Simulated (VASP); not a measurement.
Ta3TiN4: single point with PBE

The system is Ta3TiN4.

```
Ti Ta N
1.0
     3.11346    0.00000    0.00000
     0.00000    3.11346    0.00000
     0.00000    0.00000    8.68398
Ti Ta N
1 3 4
Direct
  0.00000 0.00000 0.50000
  0.00000 0.00000 0.00000
  0.50000 0.50000 0.25610
  0.50000 0.50000 0.74390
  0.00000 0.00000 0.74619
  0.50000 0.50000 0.00000
  0.00000 0.00000 0.25381
  0.50000 0.50000 0.50000
```

| Item | Value |
| --- | --- |
| Program | VASP 6.6.1 |
| Task | single point |
| Functional | PBE |
| Potentials or basis | VASP PAW PBE potentials, release 64 (Ti_sv, Ta_pv, N) |
| Cutoff | 520 eV |
| k mesh | 6 × 6 × 2 |
| Occupations | gaussian, width 0.1 eV |
| Spin | collinear spin, ferromagnetic start |
| Starting moments | [1.0, 0.0, 0.0, 0.0, 0.0, 0.0, 0.0, 0.0] μB |
| Dipole correction | no |
| Further INCAR settings | ALGO = Normal; EDIFF = 1e-06; NBANDS = 46 |

```
Pressure                                              : 0.7 GPa
Largest force                                         : 0.006 eV/Å
Net moment                                            : 0.00 μB per cell
Valence electrons inside the program's atomic spheres : Ti 10.34; Ta 8.93, 8.92; N 3.76, 3.74
```

Forces in eV/Å, atoms in the order of the input:
```
Ti   0.000  0.000  0.000
Ta   0.000  0.000  0.000
Ta   0.000  0.000  0.006
Ta   0.000  0.000 -0.006
N    0.000  0.000 -0.003
N    0.000  0.000  0.000
N    0.000  0.000  0.003
N    0.000  0.000  0.000
```

Levels at points of the mesh, in eV from the Fermi level:
Spin up:
| k point | band 30 | band 31 | band 32 | band 33 | band 34 | band 35 | band 36 | band 37 |
| --- | --- | --- | --- | --- | --- | --- | --- | --- |
| (0.00, 0.00, 0.00) | -3.52 | -3.50 | -3.34 | -1.82 | -1.82 | -1.39 | 0.01 | 0.13 |
| (0.50, 0.00, 0.00) | 0.32 | 0.47 | 0.62 | 0.80 | 1.15 | 1.50 | 1.59 | 1.73 |
| (0.50, 0.50, 0.00) | -4.46 | -4.23 | 0.06 | 0.06 | 0.24 | 0.24 | 1.51 | 1.64 |
| (0.00, 0.00, 0.50) | -4.13 | -4.13 | -2.85 | -1.63 | -0.48 | -0.48 | -0.37 | -0.37 |
| (0.50, 0.00, 0.50) | 0.51 | 0.73 | 0.73 | 0.82 | 0.88 | 1.03 | 1.14 | 1.26 |
| (0.50, 0.50, 0.50) | -2.51 | -2.51 | -2.43 | -2.43 | 1.76 | 1.93 | 1.99 | 1.99 |
Spin down:
| k point | band 30 | band 31 | band 32 | band 33 | band 34 | band 35 | band 36 | band 37 |
| --- | --- | --- | --- | --- | --- | --- | --- | --- |
| (0.00, 0.00, 0.00) | -3.52 | -3.50 | -3.34 | -1.82 | -1.82 | -1.39 | 0.01 | 0.13 |
| (0.50, 0.00, 0.00) | 0.32 | 0.47 | 0.62 | 0.80 | 1.16 | 1.50 | 1.59 | 1.73 |
| (0.50, 0.50, 0.00) | -4.46 | -4.23 | 0.06 | 0.06 | 0.24 | 0.24 | 1.51 | 1.64 |
| (0.00, 0.00, 0.50) | -4.13 | -4.13 | -2.85 | -1.63 | -0.48 | -0.48 | -0.37 | -0.37 |
| (0.50, 0.00, 0.50) | 0.51 | 0.73 | 0.73 | 0.82 | 0.88 | 1.03 | 1.14 | 1.26 |
| (0.50, 0.50, 0.50) | -2.51 | -2.51 | -2.43 | -2.43 | 1.76 | 1.93 | 1.99 | 1.99 |

It took 2.3 min on 1 thread of Intel(R) Xeon(R) Platinum 8488C (Sapphire Rapids) (shared host), peak memory 0.29 GiB.

Caveat: the k points lie up to 0.36 Å⁻¹ apart; spin-orbit coupling is left out, which moves the levels of the heavy elements.
